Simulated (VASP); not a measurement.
Write the native input for VASP 6.6.1 that does the following.

* Task: single point
* Functional: PBEsol
* Potentials or basis: VASP PAW PBE potentials, release 64 (Zr_sv, B)
* Cutoff: 520 eV
* k mesh: 12 × 12 × 10
* Occupations: gaussian, width 0.05 eV
* Spin: no spin polarisation
* Dipole correction: no
* Further INCAR settings: ALGO = Normal; EDIFF = 1e-06; NBANDS = 16

The structure of ZrB2 lies in POSCAR:

```
ZrB2
1.0
    3.1709581027      0.0000000000      0.0000000000
   -1.5854790513      2.7461302713      0.0000000000
    0.0000000000      0.0000000000      3.5427929303
Zr B
1 2
Direct
    0.0000000000      0.0000000000      0.0000000000
    0.3333333333      0.6666666667      0.5000000000
    0.6666666667      0.3333333333      0.5000000000
```

One way to write it, as run:

INCAR

```
PREC = Accurate
ENCUT = 520
EDIFF = 1E-6
ISMEAR = 0
SIGMA = 0.05
LREAL = F
LASPH = T
NELM = 80
ALGO = Normal
ISIF = 2
LWAVE = F
LCHARG = T
GGA = PS
LELF = T
LVHAR = T
NBANDS = 16
```

KPOINTS

```
regular mesh
0
Gamma
  12 12 10
```

Potentials or basis: VASP PAW PBE potentials, release 64 (Zr_sv, B).

Launch:

```bash
$ cat potpaw_PBE.64/Zr_sv/POTCAR potpaw_PBE.64/B/POTCAR > POTCAR
$ mpirun -np 1 vasp_std > vasp.out
```

Results of the run:

```
Pressure               : -4.5 GPa
Band gap on the k mesh : zero (band 9 reaches 10.93 eV, above the bottom of band 10 at 9.84 eV)
```

Caveat: the PAW data sets were made with another functional, which shifts forces and pressure a little.

It took 16 s on 1 thread of Intel(R) Xeon(R) 6975P-C (Granite Rapids), on a shared host, peak memory 0.18 GiB.
